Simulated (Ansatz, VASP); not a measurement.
One calculation of Ni, two programs

```
Ni
1.0
     0.00000    1.76730    1.76730
     1.76730    0.00000    1.76730
     1.76730    1.76730    0.00000
Ni
1
Direct
  0.00000 0.00000 0.00000
```

Change from the starting cell: parallel moments scaled by 0.1, free total moment.

Alike in both runs: task single point; functional PBEsol; k mesh 14 × 14 × 14; occupations gaussian, width 0.1 eV; collinear spin.

|  | VASP | Ansatz |
| --- | --- | --- |
| version | VASP 6.6.1 | Ansatz 0.2.0 |
| potentials or method | VASP PAW PBE potentials, release 64 (Ni), cutoff 520 eV | PAW, plane waves, scalar-relativistic |
| valence electrons in the cell | 10 | 18 |

```tsv
	VASP	Ansatz	Ansatz less VASP
pressure (GPa)	-12.3	-12.2	+0.05
net moment per atom (μB)	0.60	0.62	+0.028
size of the moment on the site where the two differ most (μB)	0.61	0.66	+0.054
```

VASP's potentials were made for PBE, not for PBEsol. Site moments also hang on the region over which each program counts them. With one functional, cell and mesh, what is left measures potentials, basis and numerics. VASP's potentials hold 10 valence electrons a cell and Ansatz's 18, so a difference there can come from the potentials and not from the codes.
